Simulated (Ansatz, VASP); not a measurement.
ZnO: VASP beside Ansatz

```
Zn O
1.0
     3.17121    0.00000    0.00000
    -1.58561    2.74635    0.00000
     0.00000    0.00000    5.17778
Zn O
2 2
Direct
  0.33333 0.66667 0.50161
  0.66667 0.33333 0.00161
  0.66667 0.33333 0.37740
  0.33333 0.66667 0.87740
```

Change from the starting cell: film at in-plane strain -0.005.

Alike in both runs: task single point; functional LDA; k mesh 8 × 8 × 4; no spin polarisation.

|  | VASP | Ansatz |
| --- | --- | --- |
| version | VASP 6.6.1 | Ansatz 0.2.0 |
| potentials or method | VASP PAW LDA potentials, release 64 (Zn, O), cutoff 520 eV | all-electron LAPW, scalar-relativistic |
| occupations | gaussian, width 0.01 eV | fixed |

|  | VASP | Ansatz | Ansatz less VASP |
| --- | --- | --- | --- |
| gap on the k mesh at the Fermi level (eV) | 0.80 | 0.81 | +0.004 |
| pressure (GPa) | 2.1 | 0.9 | -1.29 |
| traceless stress, the component that is largest in VASP (GPa) | -0.77 | -0.76 | +0.006 |

LDA's correlation is that of Perdew and Zunger in VASP and of Perdew and Wang (1992) in Ansatz. Ansatz ran all-electron here, and VASP with PAW potentials.
